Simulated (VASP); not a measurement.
# SrSiI6 (R-3m) in VASP: single point with r2SCAN+rVV10

Aim: the single point of SrSiI6 with r2SCAN+rVV10.

Program: VASP 6.6.1. These are calculated values, not measurements. Logs are shortened: lines on timing, memory, paths and dates and some standing lists are left out, and cuts for length are marked.

### 1 The cell of the first run

It takes space group R-3m (No. 166, trigonal). Conventional cell: a = 12.256 Å, b = 12.256 Å, c = 8.016 Å, α = 90.00°, β = 90.00°, γ = 120.00°. Sr (site symmetry -3m) has 6 I at 3.31 Å and 2 Si at 4.01 Å within 4.4 Å. Within 3.5 Å of Si (site symmetry -3m) lie 6 I at 2.69 Å. I (site symmetry m) has 1 Si at 2.69 Å and 1 Sr at 3.31 Å within 3.5 Å.

### 2 Single point, r2SCAN+rVV10

File POSCAR:

```
SrSiI6
1.0
    6.1277930286      3.5378829546      2.6719634537
   -6.1277930286      3.5378829546      2.6719634537
    0.0000000000     -7.0757659092      2.6719634537
Sr Si I
1 1 6
Direct
    0.5000000000      0.5000000000      0.5000000000
    0.0000000000      0.0000000000      0.0000000000
    0.9835818423      0.2955071774      0.2955071774
    0.2955071774      0.9835818423      0.2955071774
    0.2955071774      0.2955071774      0.9835818423
    0.0164181577      0.7044928226      0.7044928226
    0.7044928226      0.0164181577      0.7044928226
    0.7044928226      0.7044928226      0.0164181577
```

File INCAR.step1:

```
SYSTEM = SrSiI6
  PREC = Accurate
  ENCUT = 520
  ISMEAR = -1
  SIGMA = 0.03
  LREAL = .FALSE.
  LASPH = .TRUE.
  NELM = 80
  NBANDS = 38
  GGA = PE
  ALGO = Normal
  EDIFF = 1E-4
  LWAVE = .TRUE.
  LCHARG = .FALSE.
```

File INCAR.step2:

```
SYSTEM = SrSiI6
  PREC = Accurate
  ENCUT = 520
  EDIFF = 1E-6
  ISMEAR = -1
  SIGMA = 0.03
  LREAL = .FALSE.
  LASPH = .TRUE.
  NELM = 80
  ALGO = Normal
  ISIF = 2
  LWAVE = .FALSE.
  LCHARG = .FALSE.
  METAGGA = R2SCAN
  LMIXTAU = .TRUE.
  LUSE_VDW = .TRUE.
  IVDW_NL = 2
  BPARAM = 11.95
  CPARAM = 0.0093
  NBANDS = 38
  ISTART = 1
```

File KPOINTS:

```
Automatic mesh
0
G
  4 4 4
  0 0 0
```

Potentials or basis: VASP PAW PBE potentials, release 64 (Sr_sv, Si, I).

Command:

```sh
$ cat potpaw_PBE.64/Sr_sv/POTCAR potpaw_PBE.64/Si/POTCAR potpaw_PBE.64/I/POTCAR > POTCAR
$ cp INCAR.step1 INCAR
$ mpirun -np 1 vasp_std > vasp.out
$ cp INCAR.step2 INCAR
$ mpirun -np 1 vasp_std > vasp.out
```

OUTCAR:

```text
SYSTEM = SrSiI6
   PREC = Accurate
   ENCUT = 520
   EDIFF = 1E-6
   ISMEAR = -1
   LREAL = .FALSE.
   LASPH = .TRUE.
   NELM = 80
   ISIF = 2
   METAGGA = R2SCAN
   IVDW_NL = 2
   BPARAM = 11.95
   ISTART = 1

 ion  position               nearest neighbor table
   1  0.500  0.500  0.500-   8 3.31   5 3.31   6 3.31   7 3.31   4 3.31   3 3.31   2 4.01   2 4.01

   2  0.000  0.000  0.000-   5 2.69   8 2.69   3 2.69   6 2.69   7 2.69   4 2.69   1 4.01   1 4.01

   3  0.984  0.296  0.296-   2 2.69   1 3.31   6 3.50
   4  0.296  0.984  0.296-   2 2.69   1 3.31   7 3.50
   5  0.296  0.296  0.984-   2 2.69   1 3.31   8 3.50
   6  0.016  0.704  0.704-   2 2.69   1 3.31   3 3.50
   7  0.704  0.016  0.704-   2 2.69   1 3.31   4 3.50
   8  0.704  0.704  0.016-   2 2.69   1 3.31   5 3.50

  LATTYP: Found a trigonal (rhomboedric) cell.
 ALAT       =     7.5634550240
 COS(alpha) =    -0.3127974203

  Lattice vectors:

 A1 = (   6.1277930286,   3.5378829546,   2.6719634537)
 A2 = (  -6.1277930286,   3.5378829546,   2.6719634537)
 A3 = (   0.0000000000,  -7.0757659092,   2.6719634537)

Analysis of symmetry for initial positions (statically):
=====================================================================
 Subroutine PRICEL returns:
 Original cell was already a primitive cell.

 Routine SETGRP: Setting up the symmetry group for a
 trigonal (rhombohedral) supercell.

 Subroutine GETGRP returns: Found 12 space group operations
 (whereof 12 operations were pure point group operations)
 out of a pool of 12 trial point group operations.

The static configuration has the point symmetry D_3d.

Analysis of symmetry for dynamics (positions and initial velocities):
=====================================================================
 Subroutine PRICEL returns:
 Original cell was already a primitive cell.

 Routine SETGRP: Setting up the symmetry group for a
 trigonal (rhombohedral) supercell.

 Subroutine GETGRP returns: Found 12 space group operations
 (whereof 12 operations were pure point group operations)
 out of a pool of 12 trial point group operations.

The dynamic configuration has the point symmetry D_3d.

 Subroutine INISYM returns: Found 12 space group operations
 (whereof 12 operations are pure point group operations),
 and found     1 'primitive' translations

----------------------------------------------------------------------------------------

                                     Primitive cell

  volume of cell :     347.5596

  direct lattice vectors                    reciprocal lattice vectors
     6.127793029  3.537882955  2.671963454     0.081595445  0.047109152  0.124752205
    -6.127793029  3.537882955  2.671963454    -0.081595445  0.047109152  0.124752205
     0.000000000 -7.075765909  2.671963454     0.000000000 -0.094218304  0.124752205

  length of vectors
     7.563455024  7.563455024  7.563455024     0.156333623  0.156333623  0.156333623

  position of ions in fractional coordinates (direct lattice)
     0.500000000  0.500000000  0.500000000
     0.000000000  0.000000000  0.000000000
     0.983581842  0.295507177  0.295507177
     0.295507177  0.983581842  0.295507177
     0.295507177  0.295507177  0.983581842
     0.016418158  0.704492823  0.704492823
     0.704492823  0.016418158  0.704492823
     0.704492823  0.704492823  0.016418158

  ion indices of the primitive-cell ions
   primitive index   ion index
                 1           1
                 2           2
                 3           3
                 4           4
                 5           5
                 6           6
                 7           7
                 8           8

----------------------------------------------------------------------------------------

 KPOINTS: Automatic mesh

Automatic generation of k-mesh.
 Grid dimensions read from file:
 generate k-points for:    4    4    4

 Generating k-lattice:

  Cartesian coordinates                     Fractional coordinates (reciprocal lattice)
     0.020398861  0.011777288  0.031188051     0.250000000  0.000000000 -0.000000000
    -0.020398861  0.011777288  0.031188051     0.000000000  0.250000000 -0.000000000
     0.000000000 -0.023554576  0.031188051    -0.000000000 -0.000000000  0.250000000

  Length of vectors
     0.039083406  0.039083406  0.039083406

  Shift w.r.t. Gamma in fractional coordinates (k-lattice)
     0.000000000  0.000000000  0.000000000

 Subroutine IBZKPT returns following result:
 ===========================================

 Found     13 irreducible k-points:

 Following reciprocal coordinates:
            Coordinates               Weight
  0.000000  0.000000  0.000000      1.000000
  0.250000 -0.000000  0.000000      6.000000
  0.500000 -0.000000  0.000000      3.000000
  0.250000  0.250000  0.000000      6.000000
  0.500000  0.250000  0.000000     12.000000
 -0.250000  0.250000  0.000000      6.000000
  0.500000  0.500000  0.000000      3.000000
  0.250000  0.250000  0.250000      2.000000
  0.500000  0.250000  0.250000      6.000000
 -0.250000  0.250000  0.250000      6.000000
  0.500000  0.500000  0.250000      6.000000
 -0.250000  0.500000  0.250000      6.000000
  0.500000  0.500000  0.500000      1.000000
   k-points           NKPTS =     13   k-points in BZ     NKDIM =     13   number of bands    NBANDS=     38
   number of dos      NEDOS =    301   number of ions     NIONS =      8
   total plane-waves  NPLWV = 175616
   dimension x,y,z NGX =    56 NGY =   56 NGZ =   56
   dimension x,y,z NGXF=   112 NGYF=  112 NGZF=  112
   ions per type =               1   1   6
   NGX,Y,Z   is equivalent  to a cutoff of  12.31, 12.31, 12.31 a.u.
   NGXF,Y,Z  is equivalent  to a cutoff of  24.62, 24.62, 24.62 a.u.
 SYSTEM =  SrSiI6
   PREC   = accura    normal or accurate (medium, high low for compatibility)
   ISTART =      1    job   : 0-new  1-cont  2-samecut
   ICHARG =      0    charge: 1-file 2-atom 10-const
   ISPIN  =      1    spin polarized calculation?
   LNONCOLLINEAR =      F non collinear calculations
   LSORBIT =      F    spin-orbit coupling
   LASPH  =      T    aspherical Exc in radial PAW
   ENCUT  =  520.0 eV  38.22 Ry    6.18 a.u.  14.06 14.06 14.06*2*pi/ulx,y,z
   NELM   =     80;   NELMIN=  2; NELMDL=  0     # of ELM steps
   EDIFF  = 0.1E-05   stopping-criterion for ELM
   LREAL  =      F    real-space projection
   EDIFFG = 0.1E-04   stopping-criterion for IOM
   NSW    =      0    number of steps for IOM
   IBRION =     -1    ionic relax: 0-MD 1-quasi-New 2-CG
   NFREE  =      0    steps in history (QN), initial steepest desc. (CG)
   ISIF   =      2    stress and relaxation
   ISYM   =      2    0-nonsym 1-usesym 2-fastsym
   POTIM  = 0.5000    time-step for ionic-motion
   TEBEG  =    0.0;   TEEND  =   0.0 temperature during run
   PSTRESS=    0.0 pullay stress
   NELECT =      56.0000    total number of electrons
   NUPDOWN=      -1.0000    fix difference up-down
   EMIN   =  10.00;   EMAX   =-10.00  energy-range for DOS
   EFERMI =   0.00;   METHOD = LEGACY
   ISMEAR =    -1;   SIGMA  =   0.03  broadening in eV -4-tet -1-fermi 0-gaus
   EFERMI_NEDOS =   21; number of points for ismear=-14 and -15
   IALGO  =     38    algorithm
   IMIX   =      4    mixing-type and parameters
     AMIX     =   0.40;   BMIX     =  1.00
     AMIX_MAG =   1.60;   BMIX_MAG =  1.00
  volume/ion in A,a.u.               =      43.44       293.18
  Fermi-wavevector in a.u.,A,eV,Ry     =   0.890829  1.683423 10.797264  0.793577
  Thomas-Fermi vector in A             =   2.012570
   LORBIT       =      0    0 simple, 1 ext, 2 COOP (PROOUT), +10 PAW based schemes
   METAGGA = R2SCAN    functional components
   LHFCALC =     F    Hartree Fock is set to
   AEXX    =    0.0000 exact exchange contribution
   IVDW_NL    =     2    kernel type
   BPARAM     =11.9500
   IVDW    =     0    specifies the selected vdW correction
   LEPSILON=     F    determine dielectric tensor
   LRPA    =     F    only Hartree local field effects (RPA)
 non-spin polarized calculation
  energy-cutoff  :      520.00
  volume of cell :      347.56
 maximum number of plane-waves:      9406
   NGX = 29   NGY = 29   NGZ = 29

 number of electron      56.0000007 magnetization

 Free energy of the ion-electron system (eV)
  ---------------------------------------------------
  ext. energy  EPLUGINS =         0.00000000
  ---------------------------------------------------
  free energy    TOTEN  =      -175.54411506 eV

  energy without entropy =     -175.54365572  energy(sigma->0) =     -175.54388539

 E-fermi :   1.5389     XC(G=0):  -7.9748

 val. band max:        1.4544204726   @ k =   0.0000   0.0000   0.0000
 cond. band min:       1.6209454551   @ k =   0.0000   0.0000   0.0000
 fundamental gap:      0.1665249826
 Fermi energy:         1.5389048596

 k-point     1 :       0.0000    0.0000    0.0000
  band No.  band energies     occupation
      1     -34.7359      2.00000
      2     -16.1367      2.00000
      3     -16.1367      2.00000
      4     -16.1278      2.00000
      5     -11.9285      2.00000
      6     -10.5743      2.00000
[... 30 lines left out ...]
     37       7.3550      0.00000
     38       7.3550      0.00000

 k-point     2 :       0.2500   -0.0000    0.0000
  band No.  band energies     occupation
      1     -34.7359      2.00000
      2     -16.1371      2.00000
      3     -16.1366      2.00000
      4     -16.1296      2.00000
      5     -11.8345      2.00000
      6     -10.8103      2.00000
[... 30 lines left out ...]
     37       7.3068      0.00000
     38       7.4191      0.00000
[... 408 lines left out ...]
     37       7.1214      0.00000
     38       7.6490      0.00000

 k-point    13 :       0.5000    0.5000    0.5000
  band No.  band energies     occupation
      1     -34.7359      2.00000
      2     -16.1379      2.00000
      3     -16.1379      2.00000
      4     -16.1320      2.00000
      5     -11.7852      2.00000
      6     -10.6149      2.00000
[... 30 lines left out ...]
     37       7.1965      0.00000
     38       7.3841      0.00000

------------------------ aborting loop because EDIFF is reached ----------------------------------------

  FORCE on cell =-STRESS in cart. coord.  units (eV):
  Direction    XX          YY          ZZ          XY          YZ          ZX
  --------------------------------------------------------------------------------------
  -------------------------------------------------------------------------------------
  Total        0.1520383      0.1520383      0.2713588      0.0000000      0.0000000      0.0000000
  in kB        0.7008649      0.7008649      1.2509074      0.0000000      0.0000000      0.0000000
  external PRESSURE =       0.8842124 kB  Pullay stress =       0.0000000 kB

 VOLUME and BASIS-vectors are now :
 -----------------------------------------------------------------------------
  energy-cutoff  :      520.00
  volume of cell :      347.56
      direct lattice vectors                 reciprocal lattice vectors
     6.127793029  3.537882955  2.671963454     0.081595445  0.047109152  0.124752205
    -6.127793029  3.537882955  2.671963454    -0.081595445  0.047109152  0.124752205
     0.000000000 -7.075765909  2.671963454     0.000000000 -0.094218304  0.124752205

 POSITION                                       TOTAL-FORCE (eV/Angst)
 -----------------------------------------------------------------------------------
      0.00000      0.00000      4.00795         0.000000      0.000000      0.000000
      0.00000      0.00000      0.00000         0.000000      0.000000     -0.000000
      4.21638      2.43433      4.20726        -0.014872     -0.008587     -0.005563
     -4.21638      2.43433      4.20726         0.014872     -0.008587     -0.005563
      0.00000     -4.86866      4.20726         0.000000      0.017173     -0.005563
     -4.21638     -2.43433      3.80863         0.014872      0.008587      0.005563
      4.21638     -2.43433      3.80863        -0.014872      0.008587      0.005563
      0.00000      4.86866      3.80863         0.000000     -0.017173      0.005563
 -----------------------------------------------------------------------------------
    total drift:                               -0.000000     -0.000000      0.000000

  FREE ENERGIE OF THE ION-ELECTRON SYSTEM (eV)
  ---------------------------------------------------
  free  energy   TOTEN  =      -175.5441150559 eV

  energy  without entropy=     -175.5436557221  energy(sigma->0) =     -175.54388539
```

It took 20 min on 1 thread of Oxide Virtual Turin-like, shared host; peak memory 1.1 GiB.

What came out:

```yaml
Free_energy: -175.5441 eV
Pressure: 0.1 GPa
Largest_force: 0.018 eV/Å
Band_gap_on_the_k_mesh: 0.17 eV, direct
```

Forces on the atoms (eV/Å):
```
Sr   0.000  0.000  0.000
Si   0.000  0.000  0.000
I   -0.015 -0.009 -0.006
I    0.015 -0.009 -0.006
I    0.000  0.017 -0.006
I    0.015  0.009  0.006
I   -0.015  0.009  0.006
I    0.000 -0.017  0.006
```

Caveat: the PAW data sets were made with another functional, which shifts forces and pressure a little; spin-orbit coupling is left out, which moves the levels of the heavy elements. A k mesh can miss the band edges.
